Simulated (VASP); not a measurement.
Here is a VASP 6.6.1 calculation.

The input POSCAR:

```
SnO2
1.0
    4.6412789831      0.0000000000      0.0000000000
    0.0000000000      4.6412789831      0.0000000000
    0.0000000000      0.0000000000      3.1214511354
Sn O
2 4
Direct
    0.5000000000      0.5000000000      0.5000000000
    0.0000000000      0.0000000000      0.0000000000
    0.8071000000      0.1929000000      0.5000000000
    0.6929000000      0.6929000000      0.0000000000
    0.1929000000      0.8071000000      0.5000000000
    0.3071000000      0.3071000000      0.0000000000
```

File INCAR.step1:

```
SYSTEM = SnO2
PREC = Accurate
ENCUT = 520
ISMEAR = -1
SIGMA = 0.05
LREAL = .False.
LASPH = .True.
NELM = 60
NBANDS = 35
GGA = PE
ALGO = Normal
EDIFF = 1E-4
LWAVE = .True.
LCHARG = .False.
```

Contents of INCAR.step2:

```
SYSTEM = SnO2
PREC = Accurate
ENCUT = 520
EDIFF = 1E-6
ISMEAR = -1
SIGMA = 0.05
LREAL = .False.
LASPH = .True.
NELM = 60
ALGO = Normal
ISIF = 2
LWAVE = .False.
LCHARG = .False.
METAGGA = R2SCAN
LMIXTAU = .True.
IVDW = 13
VDW_S6 = 1.0
VDW_S8 = 0.6018749
VDW_A1 = 0.51559235
VDW_A2 = 5.77342911
NBANDS = 35
ISTART = 1
```

File KPOINTS:

```
Automatic mesh
0
Gamma
  6 6 8
  0 0 0
```

Potentials or basis: VASP PAW PBE potentials, release 64 (Sn_d, O).

Launch:

```sh
$ cat potpaw_PBE.64/Sn_d/POTCAR potpaw_PBE.64/O/POTCAR > POTCAR
$ cp INCAR.step1 INCAR
$ mpirun -np 1 vasp_std > vasp.out
$ cp INCAR.step2 INCAR
$ mpirun -np 1 vasp_std > vasp.out
```

Task: Predict the pressure.

Result: 19.9 GPa.

Task: What does it give for the band gap on the k mesh?

Result: 2.77 eV.

Task: What does it give for the dispersion energy per atom?

Result: -0.107 eV.

Task: Predict the largest force.

Result: 0.571 eV/Å.

Stress tensor (GPa, compression positive):
```
17.61  0.00  0.00
 0.00 17.61  0.00
 0.00  0.00 24.53
```

Caveat: the stress differs along the axes, from 18 to 25 GPa; the PAW data sets were made with another functional, which shifts forces and pressure a little; spin-orbit coupling is left out, which moves the levels of the heavy elements. r2SCAN opens gaps a little over a GGA but as a rule still falls short of measured ones.
